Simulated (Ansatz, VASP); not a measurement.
## Two plane-wave programs on InSb

```
In Sb
1.0
     0.00000    3.23910    3.25530
     3.23910    0.00000    3.25530
     3.23910    3.23910    0.00000
In Sb
1 1
Direct
  0.00000 0.00000 0.00000
  0.75000 0.75000 0.75000
```

Change from the starting cell: strain +0.0050 x Voigt [0, 0, 1, 0, 0, 0], atoms carried along.

Alike in both runs: task single point; functional r2SCAN; k mesh 10 × 10 × 10; occupations gaussian, width 0.03 eV; no spin polarisation.

|  | VASP | Ansatz |
| --- | --- | --- |
| version | VASP 6.6.1 | Ansatz 0.2.0 |
| potentials or method | VASP PAW PBE potentials, release 64 (In_d, Sb), cutoff 520 eV | scalar-relativistic, plane waves, PAW |
| valence electrons in the cell | 18 | 28 |

```tsv
	VASP	Ansatz	Ansatz less VASP
gap on the k mesh at the Fermi level (eV)	0.20	0.20	0.000
least direct gap on the mesh (eV)	0.20	0.20	0.000
pressure (GPa)	1.4	1.4	+0.01
traceless stress, the component that is largest in VASP (GPa)	-0.10	-0.10	0.000
```

VASP's potentials were made for PBE, not for r2SCAN. With one functional, cell and mesh, what is left measures potentials, basis and numerics. VASP's potentials hold 18 valence electrons a cell and Ansatz's 28, so a difference there can come from the potentials and not from the codes.

Neither program's run includes spin-orbit coupling.
